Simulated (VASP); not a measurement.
## BeTe: relaxation of cell and atoms with LDA

Crystal: BeTe.

```
Be Te
1.0
     0.00000    2.77000    2.77000
     2.77000    0.00000    2.77000
     2.77000    2.77000    0.00000
Be Te
1 1
Direct
  0.00000 0.00000 0.00000
  0.25000 0.25000 0.25000
```

```json
{
 "Program": "VASP 6.6.1",
 "Task": "relaxation of cell and atoms",
 "Functional": "LDA",
 "Potentials or basis": "VASP PAW LDA potentials, release 64 (Be, Te)",
 "Cutoff": "600 eV",
 "k mesh": "6 × 6 × 6",
 "Occupations": "methfessel-paxton, width 0.1 eV",
 "Spin": "no spin polarisation",
 "Dipole correction": "no",
 "Further INCAR settings": "ALGO = Normal; EDIFF = 1e-07; IBRION = 2; EDIFFG = -0.01; NSW = 80; ISIF = 3"
}
```

```yaml
Relaxed_volume: 21.53 Å³/atom
Relaxed_cell: a = 3.934 Å, b = 3.934 Å, c = 3.934 Å, α = 60.00°, β = 60.00°, γ = 60.00°
Space_group_after_relaxing_to_0.1_Å: F-43m (No. 216)
Energy_gained_by_relaxing: 0.7 meV/atom
Ionic_steps: 3
Pressure_after_relaxing: 0.0 GPa
Band_gap_on_the_k_mesh: 1.78 eV (least direct gap 3.55 eV)
```

Step by step:
| step | energy change (eV) | largest force (eV/Å) | pressure (GPa) | volume (Å³) |
| --- | --- | --- | --- | --- |
| 1 | 0.0000 | 0.0000 | 0.84 | 42.51 |
| 2 | -0.0013 | 0.0000 | -0.21 | 43.20 |
| 3 | -0.0014 | 0.0000 | 0.00 | 43.05 |

Final structure:
```xyz
2
Lattice="0.0000 2.7818 2.7818 2.7818 0.0000 2.7818 2.7818 2.7818 0.0000" Properties=species:S:1:pos:R:3 pbc="T T T"
Be    0.0000    0.0000    0.0000
Te    1.3909    1.3909    1.3909
```

Levels at points of the mesh, in eV from the valence-band top:
| k point | band 2 | band 3 | band 4 | band 5 | band 6 | band 7 |
| --- | --- | --- | --- | --- | --- | --- |
| (0.00, 0.00, 0.00) | 0.00 | 0.00 | 0.00 | 3.55 | 3.55 | 3.55 |
| (0.50, 0.00, 0.00) | -5.77 | -1.19 | -1.19 | 3.15 | 4.54 | 4.54 |
| (0.50, 0.50, 0.00) | -5.28 | -2.79 | -2.79 | 1.78 | 2.60 | 9.83 |

Run time: 6.9 s on 1 thread of Intel(R) Xeon(R) 6975P-C (Granite Rapids), with other jobs on the host, peak memory 0.15 GiB.

Caveat: spin-orbit coupling is left out, which moves the levels of the heavy elements. A k mesh can miss the band edges.
